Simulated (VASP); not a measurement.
# PbSe in VASP: further runs, part 3 of 3

VASP 6.6.1. The steps go on from the part before.

### Step 6. Electric field gradients, PBEsol (volume scaled by 0.98)

INCAR

```
ALGO = Normal
EDIFF = 1E-8
ENCUT = 520
GGA = PS
ISIF = 2
ISMEAR = -1
LASPH = T
LCHARG = F
LEFG = T
LREAL = F
LWAVE = F
NBANDS = 17
NELM = 60
PREC = Accurate
SIGMA = 0.02
```

KPOINTS

```
k-points
0
Gamma
  7 7 7
```

POSCAR

```
PbSe
1.0
    0.0000000000      3.0415980385      3.0415980385
    3.0415980385      0.0000000000      3.0415980385
    3.0415980385      3.0415980385      0.0000000000
Pb Se
1 1
Direct
    0.0000000000      0.0000000000      0.0000000000
    0.5000000000      0.5000000000      0.5000000000
```

Potentials or basis: VASP PAW PBE potentials, release 64 (Pb_d, Se).

On the command line:

```
$ cat potpaw_PBE.64/Pb_d/POTCAR potpaw_PBE.64/Se/POTCAR > POTCAR
$ mpirun -np 1 vasp_std > vasp.out
```

OUTCAR:

```text
EDIFF = 1E-8
   ENCUT = 520
   GGA = PS
   ISIF = 2
   ISMEAR = -1
   LASPH = T
   LREAL = F
   NELM = 60
   PREC = Accurate

 ion  position               nearest neighbor table
   1  0.000  0.000  0.000-   2 3.04   2 3.04   2 3.04   2 3.04   2 3.04   2 3.04
   2  0.500  0.500  0.500-   1 3.04   1 3.04   1 3.04   1 3.04   1 3.04   1 3.04

  LATTYP: Found a face centered cubic cell.
 ALAT       =     6.0831960770

  Lattice vectors:

 A1 = (   0.0000000000,   3.0415980385,   3.0415980385)
 A2 = (   3.0415980385,   0.0000000000,   3.0415980385)
 A3 = (   3.0415980385,   3.0415980385,   0.0000000000)

Analysis of symmetry for initial positions (statically):
=====================================================================
 Subroutine PRICEL returns:
 Original cell was already a primitive cell.

 Routine SETGRP: Setting up the symmetry group for a
 face centered cubic supercell.

 Subroutine GETGRP returns: Found 48 space group operations
 (whereof 48 operations were pure point group operations)
 out of a pool of 48 trial point group operations.

The static configuration has the point symmetry O_h .

Analysis of symmetry for dynamics (positions and initial velocities):
=====================================================================
 Subroutine PRICEL returns:
 Original cell was already a primitive cell.

 Routine SETGRP: Setting up the symmetry group for a
 face centered cubic supercell.

 Subroutine GETGRP returns: Found 48 space group operations
 (whereof 48 operations were pure point group operations)
 out of a pool of 48 trial point group operations.

The dynamic configuration has the point symmetry O_h .

 Subroutine INISYM returns: Found 48 space group operations
 (whereof 48 operations are pure point group operations),
 and found     1 'primitive' translations

----------------------------------------------------------------------------------------

                                     Primitive cell

  volume of cell :      56.2776

  direct lattice vectors                    reciprocal lattice vectors
     0.000000000  3.041598039  3.041598039    -0.164387271  0.164387271  0.164387271
     3.041598039  0.000000000  3.041598039     0.164387271 -0.164387271  0.164387271
     3.041598039  3.041598039  0.000000000     0.164387271  0.164387271 -0.164387271

  length of vectors
     4.301469197  4.301469197  4.301469197     0.284727105  0.284727105  0.284727105

  position of ions in fractional coordinates (direct lattice)
     0.000000000  0.000000000  0.000000000
     0.500000000  0.500000000  0.500000000

  ion indices of the primitive-cell ions
   primitive index   ion index
                 1           1
                 2           2

----------------------------------------------------------------------------------------

 KPOINTS: k-points

Automatic generation of k-mesh.
 Grid dimensions read from file:
 generate k-points for:    7    7    7

[... 63 lines left out ...]
   NFREE  =      0    steps in history (QN), initial steepest desc. (CG)
   ISIF   =      2    stress and relaxation
   ISYM   =      2    0-nonsym 1-usesym 2-fastsym
   POTIM  = 0.5000    time-step for ionic-motion
   TEBEG  =    0.0;   TEEND  =   0.0 temperature during run
   PSTRESS=    0.0 pullay stress
   NELECT =      20.0000    total number of electrons
   NUPDOWN=      -1.0000    fix difference up-down
   EMIN   =  10.00;   EMAX   =-10.00  energy-range for DOS
   EFERMI =   0.00;   METHOD = LEGACY
   ISMEAR =    -1;   SIGMA  =   0.02  broadening in eV -4-tet -1-fermi 0-gaus
   EFERMI_NEDOS =   21; number of points for ismear=-14 and -15
   IALGO  =     38    algorithm
   IMIX   =      4    mixing-type and parameters
     AMIX     =   0.40;   BMIX     =  1.00
     AMIX_MAG =   1.60;   BMIX_MAG =  1.00
  volume/ion in A,a.u.               =      28.14       189.89
  Fermi-wavevector in a.u.,A,eV,Ry     =   1.159595  2.191317 18.295219  1.344661
  Thomas-Fermi vector in A             =   2.296186
   LORBIT       =      0    0 simple, 1 ext, 2 COOP (PROOUT), +10 PAW based schemes
   GGA     = PS    functional components
   LHFCALC =     F    Hartree Fock is set to
   AEXX    =    0.0000 exact exchange contribution
   IVDW    =     0    specifies the selected vdW correction
   LEPSILON=     F    determine dielectric tensor
   LRPA    =     F    only Hartree local field effects (RPA)
 non-spin polarized calculation
  energy-cutoff  :      520.00
  volume of cell :       56.28
 maximum number of plane-waves:      1532
   NGX = 15   NGY = 15   NGZ = 15

 number of electron      20.0000005 magnetization

 Free energy of the ion-electron system (eV)
  ---------------------------------------------------
  ext. energy  EPLUGINS =         0.00000000
  ---------------------------------------------------
  free energy    TOTEN  =        -8.91921006 eV

  energy without entropy =       -8.91921006  energy(sigma->0) =       -8.91921006

 E-fermi :   5.2609     XC(G=0):  -9.8066

 val. band max:        4.8601397604   @ k =   0.4286   0.0000   0.0000
 cond. band min:       5.6694002446   @ k =   0.4286   0.0000   0.0000
 fundamental gap:      0.8092604842
 Fermi energy:         5.2608943999

 k-point     1 :       0.0000    0.0000    0.0000
  band No.  band energies     occupation
      1     -11.6353      2.00000
      2     -11.6353      2.00000
      3     -11.6353      2.00000
      4     -11.6348      2.00000
      5     -11.6348      2.00000
      6      -8.6266      2.00000
[... 377 lines left out ...]
      4     -11.6140      2.00000
      5     -11.5887      2.00000
      6      -7.1047      2.00000
[... 9 lines left out ...]
     16      16.6975      0.00000
     17      17.2225      0.00000

------------------------ aborting loop because EDIFF is reached ----------------------------------------

  FORCE on cell =-STRESS in cart. coord.  units (eV):
  Direction    XX          YY          ZZ          XY          YZ          ZX
  --------------------------------------------------------------------------------------
  -------------------------------------------------------------------------------------
  Total        0.1579259      0.1579259      0.1579259      0.0000000      0.0000000     -0.0000000
  in kB        4.4960237      4.4960237      4.4960237      0.0000000      0.0000000     -0.0000000
  external PRESSURE =       4.4960237 kB  Pullay stress =       0.0000000 kB

 VOLUME and BASIS-vectors are now :
 -----------------------------------------------------------------------------
  energy-cutoff  :      520.00
  volume of cell :       56.28
      direct lattice vectors                 reciprocal lattice vectors
     0.000000000  3.041598039  3.041598039    -0.164387271  0.164387271  0.164387271
     3.041598039  0.000000000  3.041598039     0.164387271 -0.164387271  0.164387271
     3.041598039  3.041598039  0.000000000     0.164387271  0.164387271 -0.164387271

 POSITION                                       TOTAL-FORCE (eV/Angst)
 -----------------------------------------------------------------------------------
      0.00000      0.00000      0.00000        -0.000000      0.000000      0.000000
      3.04160      3.04160      3.04160         0.000000     -0.000000     -0.000000
 -----------------------------------------------------------------------------------
    total drift:                                0.000000     -0.000000     -0.000000

  FREE ENERGIE OF THE ION-ELECTRON SYSTEM (eV)
  ---------------------------------------------------
  free  energy   TOTEN  =        -8.9192100613 eV

  energy  without entropy=       -8.9192100612  energy(sigma->0) =       -8.91921006

 Electric field gradients (V/A^2)
---------------------------------------------------------------------
 ion       V_xx      V_yy      V_zz      V_xy      V_xz      V_yz
---------------------------------------------------------------------
   1      -0.000    -0.000    -0.000    -0.000    -0.000    -0.000
   2      -0.000    -0.000    -0.000     0.000     0.000     0.000
---------------------------------------------------------------------

 Electric field gradients after diagonalization (V/A^2)
 (convention: |V_zz| > |V_xx| > |V_yy|)
----------------------------------------------------------------------
 ion       V_xx      V_yy      V_zz     asymmetry (V_yy - V_xx)/ V_zz
----------------------------------------------------------------------
   1       0.000     0.000    -0.000       0.000
   2      -0.000    -0.000     0.000       0.000
----------------------------------------------------------------------

           NMR quadrupolar parameters

 Cq : quadrupolar parameter    Cq=e*Q*V_zz/h
 eta: asymmetry parameters     (V_yy - V_xx)/ V_zz
 Q  : nuclear electric quadrupole moment in mb (millibarn)
----------------------------------------------------------------------
 ion       Cq(MHz)       eta       Q (mb)
----------------------------------------------------------------------
   1      -0.000       0.000       1.000
   2       0.000       0.000       1.000
----------------------------------------------------------------------
```

OSZICAR:

```text
N       E                     dE             d eps       ncg     rms          rms(c)
DAV:   1     0.157145171255E+03    0.15715E+03   -0.96869E+03   680   0.121E+03
DAV:   2     0.196828120158E+01   -0.15518E+03   -0.14983E+03   748   0.310E+02
DAV:   3    -0.892326907786E+01   -0.10892E+02   -0.10827E+02   853   0.876E+01
DAV:   4    -0.916504551873E+01   -0.24178E+00   -0.24163E+00   862   0.147E+01
DAV:   5    -0.917320948272E+01   -0.81640E-02   -0.81631E-02   946   0.261E+00    0.271E+00
DAV:   6    -0.892619809220E+01    0.24701E+00   -0.59988E-01  1063   0.575E+00    0.155E+00
DAV:   7    -0.891891925982E+01    0.72788E-02   -0.97329E-02   835   0.159E+00    0.811E-01
DAV:   8    -0.891950566013E+01   -0.58640E-03   -0.97367E-03   836   0.106E+00    0.122E-01
DAV:   9    -0.891919508000E+01    0.31058E-03   -0.21376E-03  1044   0.432E-01    0.431E-02
DAV:  10    -0.891921044077E+01   -0.15361E-04   -0.14399E-04   779   0.715E-02    0.150E-02
DAV:  11    -0.891921015604E+01    0.28473E-06   -0.26471E-05   918   0.504E-02    0.569E-03
DAV:  12    -0.891921005035E+01    0.10569E-06   -0.16118E-06   922   0.135E-02    0.114E-03
DAV:  13    -0.891921007049E+01   -0.20136E-07   -0.59813E-08   902   0.294E-03    0.871E-04
DAV:  14    -0.891921006128E+01    0.92080E-08   -0.31064E-08   756   0.958E-04
   1 F= -.89192101E+01 E0= -.89192101E+01  d E =-.661859E-10
```

Wall time 17 s (1 thread of AMD EPYC 7R13, shared host); peak memory 0.18 GiB.

Results:

| Item | Value |
| --- | --- |
| Free energy | -8.9192 eV |
| Pressure | 0.4 GPa |

Levels at points of the mesh, in eV from the Fermi level:
| k point | band 8 | band 9 | band 10 | band 11 | band 12 | band 13 |
| --- | --- | --- | --- | --- | --- | --- |
| (0.00, 0.00, 0.00) | -2.08 | -2.08 | -2.08 | 4.60 | 4.60 | 4.60 |

Caveat: this odd mesh misses L, where the gap lies, so gap, dielectric constants and Born charges aren't listed; without QUAD_EFG the Cq values of the log hold for a quadrupole moment of 1 mb, not for the nuclei; the PAW data sets were made with another functional, which shifts forces and pressure a little; spin-orbit coupling is left out, which moves the levels of the heavy elements.

### Step 7. Summary

| cell | pressure (GPa) |
| --- | --- |
| a = 4.352, b = 4.352, c = 4.331 Å, angles 60.2, 60.2, 59.7°, 2 atoms | -1.1 |
| a = 4.242 Å, angles 60.0°, 2 atoms | 3.0 |
| a = 4.301 Å, angles 60.0°, 2 atoms | 0.4 |

Alike in all rows: task electric field gradients; level PBEsol; potentials or basis VASP PAW PBE potentials, release 64 (Pb_d, Se); no spin polarisation; k mesh 7 × 7 × 7; cutoff (eV) 520; smearing fermi-dirac 0.02 eV.

Caveats: the PAW data sets were made with another functional, which shifts forces and pressure a little; spin-orbit coupling is left out, which moves the levels of the heavy elements.

Absolute energies hang on the potentials; compare differences alone.
